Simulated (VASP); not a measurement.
# Br (Fd-3m) in VASP: notebook

The runs below take Br through single point, with PBE.

Everything below comes from runs of VASP 6.6.1. Logs are shortened: lines on timing, memory, paths and dates and some standing lists are left out, and cuts for length are marked.

## Step 1: The cell of the first run

Symmetry: Fd-3m, No. 227, cubic system. The conventional cell has a = 7.011 Å, b = 7.011 Å, c = 7.011 Å, α = 90.00°, β = 90.00°, γ = 90.00°. Within 4.0 Å of Br (site symmetry -43m) lie 4 Br at 3.04 Å.

## Step 2: Single point, PBE

Contents of INCAR:

```
SYSTEM = Br
PREC = Accurate ; ENCUT = 520
EDIFF = 1E-6 ; ISMEAR = -1
SIGMA = 0.06122561905347299 ; LREAL = .FALSE.
LASPH = .TRUE. ; NELM = 60
ALGO = Normal ; ISIF = 2
LWAVE = .FALSE. ; LCHARG = .FALSE.
GGA = PE ; NBANDS = 14
```

Contents of KPOINTS:

```
Automatic mesh
0
G
  14 14 14
  0 0 0
```

Contents of POSCAR:

```
Br
1.0
    0.0000000000      3.5055122240      3.5055122240
    3.5055122240      0.0000000000      3.5055122240
    3.5055122240      3.5055122240      0.0000000000
Br
2
Direct
    0.0000000000      0.0000000000      0.0000000000
    0.2500000000      0.2500000000      0.2500000000
```

Potentials or basis: VASP PAW PBE potentials, release 64 (Br).

Started as:

```console
$ cat potpaw_PBE.64/Br/POTCAR > POTCAR
$ mpirun -np 1 vasp_std > vasp.out
```

OUTCAR:

```text
SYSTEM = Br
   PREC = Accurate
   ENCUT = 520
   EDIFF = 1E-6
   ISMEAR = -1
   LREAL = .FALSE.
   LASPH = .TRUE.
   NELM = 60
   ISIF = 2
   GGA = PE

 ion  position               nearest neighbor table
   1  0.000  0.000  0.000-
   2  0.250  0.250  0.250-

  LATTYP: Found a face centered cubic cell.
 ALAT       =     7.0110244480

  Lattice vectors:

 A1 = (   0.0000000000,   3.5055122240,   3.5055122240)
 A2 = (   3.5055122240,   0.0000000000,   3.5055122240)
 A3 = (   3.5055122240,   3.5055122240,   0.0000000000)

Analysis of symmetry for initial positions (statically):
=====================================================================
 Subroutine PRICEL returns:
 Original cell was already a primitive cell.

 Routine SETGRP: Setting up the symmetry group for a
 face centered cubic supercell.

 Subroutine GETGRP returns: Found 48 space group operations
 (whereof 24 operations were pure point group operations)
 out of a pool of 48 trial point group operations.

The static configuration has the point symmetry T_d .
 The point group associated with its full space group is O_h .

Analysis of symmetry for dynamics (positions and initial velocities):
=====================================================================
 Subroutine PRICEL returns:
 Original cell was already a primitive cell.

 Routine SETGRP: Setting up the symmetry group for a
 face centered cubic supercell.

 Subroutine GETGRP returns: Found 48 space group operations
 (whereof 24 operations were pure point group operations)
 out of a pool of 48 trial point group operations.

The dynamic configuration has the point symmetry T_d .
 The point group associated with its full space group is O_h .

 Subroutine INISYM returns: Found 48 space group operations
 (whereof 24 operations are pure point group operations),
 and found     1 'primitive' translations

----------------------------------------------------------------------------------------

                                     Primitive cell

  volume of cell :      86.1558

  direct lattice vectors                    reciprocal lattice vectors
     0.000000000  3.505512224  3.505512224    -0.142632508  0.142632508  0.142632508
     3.505512224  0.000000000  3.505512224     0.142632508 -0.142632508  0.142632508
     3.505512224  3.505512224  0.000000000     0.142632508  0.142632508 -0.142632508

  length of vectors
     4.957542930  4.957542930  4.957542930     0.247046751  0.247046751  0.247046751

  position of ions in fractional coordinates (direct lattice)
     0.000000000  0.000000000  0.000000000
     0.250000000  0.250000000  0.250000000

  ion indices of the primitive-cell ions
   primitive index   ion index
                 1           1
                 2           2

----------------------------------------------------------------------------------------

 KPOINTS: Automatic mesh

Automatic generation of k-mesh.
 Grid dimensions read from file:
 generate k-points for:   14   14   14

 Generating k-lattice:

  Cartesian coordinates                     Fractional coordinates (reciprocal lattice)
    -0.010188036  0.010188036  0.010188036     0.071428571  0.000000000  0.000000000
     0.010188036 -0.010188036  0.010188036     0.000000000  0.071428571  0.000000000
     0.010188036  0.010188036 -0.010188036     0.000000000  0.000000000  0.071428571

  Length of vectors
     0.017646196  0.017646196  0.017646196

  Shift w.r.t. Gamma in fractional coordinates (k-lattice)
     0.000000000  0.000000000  0.000000000

 Subroutine IBZKPT returns following result:
 ===========================================

 Found    104 irreducible k-points:

 Following reciprocal coordinates:
            Coordinates               Weight
  0.000000  0.000000  0.000000      1.000000
  0.071429  0.000000  0.000000      8.000000
  0.142857  0.000000  0.000000      8.000000
  0.214286  0.000000  0.000000      8.000000
  0.285714  0.000000  0.000000      8.000000
  0.357143  0.000000  0.000000      8.000000
[... 16 lines left out ...]
  0.214286  0.142857  0.000000     24.000000
  0.285714  0.142857  0.000000     24.000000
 [... further k-points ...]
   k-points           NKPTS =    104   k-points in BZ     NKDIM =    104   number of bands    NBANDS=     14
   number of dos      NEDOS =    301   number of ions     NIONS =      2
   total plane-waves  NPLWV =  64000
   dimension x,y,z NGX =    40 NGY =   40 NGZ =   40
   dimension x,y,z NGXF=    80 NGYF=   80 NGZF=   80
   ions per type =               2
   NGX,Y,Z   is equivalent  to a cutoff of  13.41, 13.41, 13.41 a.u.
   NGXF,Y,Z  is equivalent  to a cutoff of  26.83, 26.83, 26.83 a.u.
 SYSTEM =  Br
   PREC   = accura    normal or accurate (medium, high low for compatibility)
   ISTART =      0    job   : 0-new  1-cont  2-samecut
   ICHARG =      2    charge: 1-file 2-atom 10-const
   ISPIN  =      1    spin polarized calculation?
   LNONCOLLINEAR =      F non collinear calculations
   LSORBIT =      F    spin-orbit coupling
   LASPH  =      T    aspherical Exc in radial PAW
   ENCUT  =  520.0 eV  38.22 Ry    6.18 a.u.   9.22  9.22  9.22*2*pi/ulx,y,z
   NELM   =     60;   NELMIN=  2; NELMDL= -5     # of ELM steps
   EDIFF  = 0.1E-05   stopping-criterion for ELM
   LREAL  =      F    real-space projection
   EDIFFG = 0.1E-04   stopping-criterion for IOM
   NSW    =      0    number of steps for IOM
   IBRION =     -1    ionic relax: 0-MD 1-quasi-New 2-CG
   NFREE  =      0    steps in history (QN), initial steepest desc. (CG)
   ISIF   =      2    stress and relaxation
   ISYM   =      2    0-nonsym 1-usesym 2-fastsym
   POTIM  = 0.5000    time-step for ionic-motion
   TEBEG  =    0.0;   TEEND  =   0.0 temperature during run
   PSTRESS=    0.0 pullay stress
   NELECT =      14.0000    total number of electrons
   NUPDOWN=      -1.0000    fix difference up-down
   EMIN   =  10.00;   EMAX   =-10.00  energy-range for DOS
   EFERMI =   0.00;   METHOD = LEGACY
   ISMEAR =    -1;   SIGMA  =   0.06  broadening in eV -4-tet -1-fermi 0-gaus
   EFERMI_NEDOS =   21; number of points for ismear=-14 and -15
   IALGO  =     38    algorithm
   IMIX   =      4    mixing-type and parameters
     AMIX     =   0.40;   BMIX     =  1.00
     AMIX_MAG =   1.60;   BMIX_MAG =  1.00
  volume/ion in A,a.u.               =      43.08       290.70
  Fermi-wavevector in a.u.,A,eV,Ry     =   0.893352  1.688191 10.858512  0.798078
  Thomas-Fermi vector in A             =   2.015419
   LORBIT       =      0    0 simple, 1 ext, 2 COOP (PROOUT), +10 PAW based schemes
   GGA     = PE    functional components
[... 5 lines left out ...]
 non-spin polarized calculation
  energy-cutoff  :      520.00
  volume of cell :       86.16
 maximum number of plane-waves:      2334
 NGX is ok and might be reduce to    40
   NGX = 19   NGY = 19   NGZ = 19

 number of electron      13.9999997 magnetization

 Free energy of the ion-electron system (eV)
  ---------------------------------------------------
  ext. energy  EPLUGINS =         0.00000000
  ---------------------------------------------------
  free energy    TOTEN  =        -2.03640917 eV

  energy without entropy =       -1.97364796  energy(sigma->0) =       -2.00502856

 E-fermi :  -1.3442     XC(G=0):  -6.7694

 val. band max:       -1.3458405714   @ k =  -0.2143   0.3571   0.1429
 cond. band min:      -1.3392688436   @ k =  -0.2857   0.3571   0.0714
 fundamental gap:      0.0065717278
 Fermi energy:        -1.3441913217

 k-point     1 :       0.0000    0.0000    0.0000
  band No.  band energies     occupation
      1     -16.3420      2.00000
      2     -14.3936      2.00000
      3      -3.9976      2.00000
      4      -3.9976      2.00000
      5      -3.9976      2.00000
      6      -2.1904      2.00000
      7      -2.1904      2.00000
      8      -2.1904      2.00000
      9       3.8946      0.00000
     10       7.7860      0.00000
     11       7.7860      0.00000
     12       9.1687      0.00000
     13       9.1687      0.00000
     14       9.1687      0.00000

 k-point     2 :       0.0714    0.0000    0.0000
  band No.  band energies     occupation
      1     -16.3263      2.00000
      2     -14.4157      2.00000
      3      -4.0215      2.00000
      4      -4.0215      2.00000
      5      -4.0175      2.00000
      6      -2.1708      2.00000
      7      -2.1582      2.00000
      8      -2.1582      2.00000
      9       3.9979      0.00000
     10       7.6734      0.00000
     11       7.6734      0.00000
     12       9.0673      0.00000
     13       9.3935      0.00000
     14       9.3935      0.00000

 k-point     3 :       0.1429    0.0000    0.0000
  band No.  band energies     occupation
      1     -16.2804      2.00000
      2     -14.4797      2.00000
      3      -4.0844      2.00000
      4      -4.0844      2.00000
      5      -4.0764      2.00000
      6      -2.1066      1.99999
      7      -2.0721      1.99999
      8      -2.0721      1.99999
      9       4.2859      0.00000
     10       7.4780      0.00000
     11       7.4780      0.00000
     12       8.8435      0.00000
     13       9.9093      0.00000
     14       9.9093      0.00000

 k-point     4 :       0.2143    0.0000    0.0000
  band No.  band energies     occupation
      1     -16.2081      2.00000
      2     -14.5777      2.00000
      3      -4.1668      2.00000
      4      -4.1667      2.00000
      5      -4.1667      2.00000
      6      -1.9926      1.99995
      7      -1.9571      1.99991
      8      -1.9571      1.99991
      9       4.6975      0.00000
     10       7.3427      0.00000
     11       7.3427      0.00000
     12       8.5688      0.00000
     13       9.8680      0.00000
     14      10.4322      0.00000

 k-point     5 :       0.2857    0.0000    0.0000
  band No.  band energies     occupation
      1     -16.1169      2.00000
      2     -14.6972      2.00000
      3      -4.2709      2.00000
      4      -4.2488      2.00000
      5      -4.2488      2.00000
      6      -1.8413      1.99941
      7      -1.8396      1.99939
      8      -1.8396      1.99939
      9       5.1501      0.00000
     10       7.3111      0.00000
     11       7.3111      0.00000
[... 276 lines left out ...]
 k-point    22 :       0.1429    0.1429    0.0000
  band No.  band energies     occupation
      1     -16.2587      2.00000
      2     -14.5094      2.00000
      3      -4.1995      2.00000
      4      -4.1995      2.00000
      5      -3.8818      2.00000
      6      -2.3540      2.00000
      7      -1.9184      1.99983
      8      -1.9184      1.99983
      9       4.4239      0.00000
     10       6.8436      0.00000
     11       8.0153      0.00000
     12       9.5295      0.00000
     13       9.5295      0.00000
     14       9.8931      0.00000

 k-point    23 :       0.2143    0.1429    0.0000
  band No.  band energies     occupation
      1     -16.2036      2.00000
      2     -14.5837      2.00000
      3      -4.3000      2.00000
      4      -4.2858      2.00000
      5      -3.8468      2.00000
      6      -2.3896      2.00000
      7      -1.7949      1.99873
      8      -1.7876      1.99857
      9       4.7408      0.00000
     10       6.5896      0.00000
     11       8.0419      0.00000
     12       9.4503      0.00000
     13       9.8789      0.00000
     14       9.9754      0.00000

 k-point    24 :       0.2857    0.1429    0.0000
  band No.  band energies     occupation
      1     -16.1242      2.00000
      2     -14.6877      2.00000
      3      -4.4280      2.00000
      4      -4.3658      2.00000
      5      -3.8443      2.00000
      6      -2.3536      2.00000
      7      -1.6754      1.99110
      8      -1.6379      1.98362
      9       5.1400      0.00000
     10       6.4480      0.00000
     11       8.0014      0.00000
     12       9.0467      0.00000
     13       9.5412      0.00000
     14      10.1562      0.00000

 [... further k-points ...]

------------------------ aborting loop because EDIFF is reached ----------------------------------------

  FORCE on cell =-STRESS in cart. coord.  units (eV):
  Direction    XX          YY          ZZ          XY          YZ          ZX
  --------------------------------------------------------------------------------------
  -------------------------------------------------------------------------------------
  Total        0.0006965      0.0006965      0.0006965     -0.0000000     -0.0000000      0.0000000
  in kB        0.0129520      0.0129520      0.0129520     -0.0000000     -0.0000000      0.0000000
  external PRESSURE =       0.0129520 kB  Pullay stress =       0.0000000 kB

 VOLUME and BASIS-vectors are now :
 -----------------------------------------------------------------------------
  energy-cutoff  :      520.00
  volume of cell :       86.16
      direct lattice vectors                 reciprocal lattice vectors
     0.000000000  3.505512224  3.505512224    -0.142632508  0.142632508  0.142632508
     3.505512224  0.000000000  3.505512224     0.142632508 -0.142632508  0.142632508
     3.505512224  3.505512224  0.000000000     0.142632508  0.142632508 -0.142632508

 POSITION                                       TOTAL-FORCE (eV/Angst)
 -----------------------------------------------------------------------------------
      0.00000      0.00000      0.00000         0.000000     -0.000000      0.000000
      1.75276      1.75276      1.75276        -0.000000      0.000000     -0.000000
 -----------------------------------------------------------------------------------
    total drift:                               -0.000000      0.000000      0.000000

  FREE ENERGIE OF THE ION-ELECTRON SYSTEM (eV)
  ---------------------------------------------------
  free  energy   TOTEN  =        -2.0364091666 eV

  energy  without entropy=       -1.9736479607  energy(sigma->0) =       -2.00502856
```

It took 64 s on 1 thread of AMD EPYC 9R45 (Zen 5), shared host; peak memory 0.26 GiB.

Results:

| Property | Result |
| --- | --- |
| Free energy | -2.0364 eV |
| Pressure | 0.0 GPa |
| Band gap on the k mesh | zero (band 7 reaches -1.00 eV, above the bottom of band 8 at -2.19 eV) |

## Step 3: Single point, PBE

This run uses another cell than the first one, of 43.94 Å³/atom, 1.020 times its volume.

Contents of INCAR:

```
SYSTEM = Br
PREC = Accurate ; ENCUT = 520
EDIFF = 1E-7 ; ISMEAR = -1
SIGMA = 0.06122561905347299 ; LREAL = .FALSE.
LASPH = .TRUE. ; NELM = 100
ALGO = Normal ; ISIF = 2
LWAVE = .FALSE. ; LCHARG = .FALSE.
GGA = PE ; NBANDS = 14
```

Contents of KPOINTS:

```
regular mesh
0
G
  14 14 14
  0 0 0
```

Contents of POSCAR:

```
Br
1.0
    0.0000000000      3.5287282133      3.5287282133
    3.5287282133      0.0000000000      3.5287282133
    3.5287282133      3.5287282133      0.0000000000
Br
2
Direct
    0.0000000000      0.0000000000      0.0000000000
    0.2500000000      0.2500000000      0.2500000000
```

Potentials or basis: VASP PAW PBE potentials, release 64 (Br).

Started as:

```console
$ cat potpaw_PBE.64/Br/POTCAR > POTCAR
$ mpirun -np 1 vasp_std > vasp.out
```

Run time: 71 s. Hardware: 1 thread of AMD EPYC 9R45 (Zen 5), shared host; peak memory 0.26 GiB.

It converged, with:

```
Free energy            : -2.0348 eV
Pressure               : -0.3 GPa
Band gap on the k mesh : zero (band 7 reaches -1.16 eV, above the bottom of band 8 at -2.31 eV)
```

Levels at points of the mesh, in eV from the Fermi level:
| k point | band 4 | band 5 | band 6 | band 7 | band 8 | band 9 | band 10 | band 11 |
| --- | --- | --- | --- | --- | --- | --- | --- | --- |
| (0.00, 0.00, 0.00) | -2.58 | -2.58 | -0.81 | -0.81 | -0.81 | 5.26 | 9.17 | 9.17 |
| (0.50, 0.00, 0.00) | -2.94 | -2.94 | -0.30 | -0.30 | -0.18 | 7.65 | 7.83 | 8.93 |
| (0.50, 0.50, 0.00) | -3.33 | -1.75 | -1.75 | 0.33 | 0.33 | 7.20 | 7.20 | 10.65 |

## Step 4: Single point, PBE

This run uses another cell than the first one, of 43.94 Å³/atom, 1.020 times its volume.

Contents of INCAR:

```
  PREC = Accurate
  ENCUT = 520
  EDIFF = 1E-6
  ISMEAR = -1
  SIGMA = 0.06122561905347299
  LREAL = F
  LASPH = T
  NELM = 100
  ALGO = Normal
  ISIF = 2
  LWAVE = F
  LCHARG = F
  GGA = PE
  NBANDS = 14
```

Contents of KPOINTS:

```
Automatic mesh
0
Gamma
  14 14 14
```

POSCAR is that of step 3.

Started as:

```console
$ cat potpaw_PBE.64/Br/POTCAR > POTCAR
$ mpirun -np 1 vasp_std > vasp.out
```

It took 63 s on 1 thread of AMD EPYC 9R45 (Zen 5), shared host; peak memory 0.26 GiB.

The run converged. Its results:

```yaml
Free_energy: -2.0348 eV
Pressure: -0.3 GPa
Band_gap_on_the_k_mesh: zero (band 7 reaches -1.16 eV, above the bottom of band 8 at -2.31 eV)
```

Levels at points of the mesh, in eV from the Fermi level:
| k point | band 5 | band 6 | band 7 | band 8 | band 9 | band 10 |
| --- | --- | --- | --- | --- | --- | --- |
| (0.00, 0.00, 0.00) | -2.58 | -0.81 | -0.81 | -0.81 | 5.26 | 9.17 |
| (0.50, 0.00, 0.00) | -2.94 | -0.30 | -0.30 | -0.18 | 7.65 | 7.83 |
| (0.50, 0.50, 0.00) | -1.75 | -1.75 | 0.33 | 0.33 | 7.20 | 7.20 |

## Step 5: Single point, PBE

This run uses another cell than the first one, of 44.80 Å³/atom, 1.040 times its volume.

Contents of INCAR:

```
SYSTEM = Br
ALGO = Normal
EDIFF = 1E-7
ENCUT = 520
GGA = PE
ISIF = 2
ISMEAR = -1
LASPH = .True.
LCHARG = .False.
LREAL = .False.
LWAVE = .False.
NBANDS = 14
NELM = 80
PREC = Accurate
SIGMA = 0.06122561905347299
```

Contents of KPOINTS:

```
k-points
0
Gamma
  14 14 14
  0 0 0
```

Contents of POSCAR:

```
Br
1.0
    0.0000000000      3.5516426749      3.5516426749
    3.5516426749      0.0000000000      3.5516426749
    3.5516426749      3.5516426749      0.0000000000
Br
2
Direct
    0.0000000000      0.0000000000      0.0000000000
    0.2500000000      0.2500000000      0.2500000000
```

Started as:

```console
$ cat potpaw_PBE.64/Br/POTCAR > POTCAR
$ mpirun -np 1 vasp_std > vasp.out
```

Wall time 70 s (1 thread of AMD EPYC 9R45 (Zen 5), shared host); peak memory 0.26 GiB.

Results (log left out):

```yaml
Free_energy: -2.0304 eV
Pressure: -0.5 GPa
Band_gap_on_the_k_mesh: zero (band 7 reaches -1.32 eV, above the bottom of band 8 at -2.42 eV)
```

Levels at points of the mesh, in eV from the Fermi level:
```tsv
k point	band 4	band 5	band 6	band 7	band 8	band 9	band 10	band 11
(0.00, 0.00, 0.00)	-2.50	-2.50	-0.78	-0.78	-0.78	5.29	9.21	9.21
(0.50, 0.00, 0.00)	-2.86	-2.86	-0.28	-0.28	-0.19	7.67	7.84	8.96
(0.50, 0.50, 0.00)	-3.23	-1.70	-1.70	0.32	0.32	7.23	7.23	10.66
```

## Step 6: Overview

```tsv
cell	gap on the mesh (eV)	pressure (GPa)
a = 4.958 Å, angles 60.0°, 2 atoms	none	0.0
a = 4.990 Å, angles 60.0°, 2 atoms	none	-0.3
a = 5.023 Å, angles 60.0°, 2 atoms	none	-0.5
```

Alike in all rows: task single point; level PBE; potentials or basis VASP PAW PBE potentials, release 64 (Br); no spin polarisation; k mesh 14 × 14 × 14; cutoff (eV) 520; smearing fermi-dirac 0.0612256 eV.

Absolute energies hang on the potentials; compare differences alone.
